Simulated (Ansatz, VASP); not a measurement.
## Two plane-wave programs on Be4OsPt2

```
Be Os Pt
1.0
     3.08296    0.00000    0.00000
    -1.54148    2.66992    0.00000
     0.00000    0.00000   11.66656
Be Os Pt
4 1 2
Cartesian
  0.0000 1.7799 0.0000
  1.5415 0.8900 0.0000
  0.0000 0.0000 7.9544
  0.0000 0.0000 3.7122
  0.0000 0.0000 5.8333
  0.0000 0.0000 10.1883
  0.0000 0.0000 1.4783
```

Alike in both runs: functional PBE; k mesh 12 × 12 × 4; occupations gaussian, width 0.1 eV; no spin polarisation.

Ansatz relaxed the structure, and its values are those at the end. VASP's run is a single point on that final structure, the one shown.

|  | VASP | Ansatz |
| --- | --- | --- |
| version | VASP 6.6.1 | Ansatz 0.2.0 |
| potentials or method | VASP PAW PBE potentials, release 64 (Be, Os, Pt), cutoff 520 eV | scalar-relativistic, plane waves, PAW |
| valence electrons in the cell | 36 | 60 |

|  | VASP | Ansatz | Ansatz less VASP |
| --- | --- | --- | --- |
| gap on the k mesh at the Fermi level (eV) | none | none | - |
| pressure (GPa) | 0.0 | 0.0 | -0.02 |

A gap of «none» marks a metal or a gap that the smearing closes. VASP's potentials hold 36 valence electrons a cell and Ansatz's 60, so a difference there can come from the potentials and not from the codes.

Neither program's run includes spin-orbit coupling.
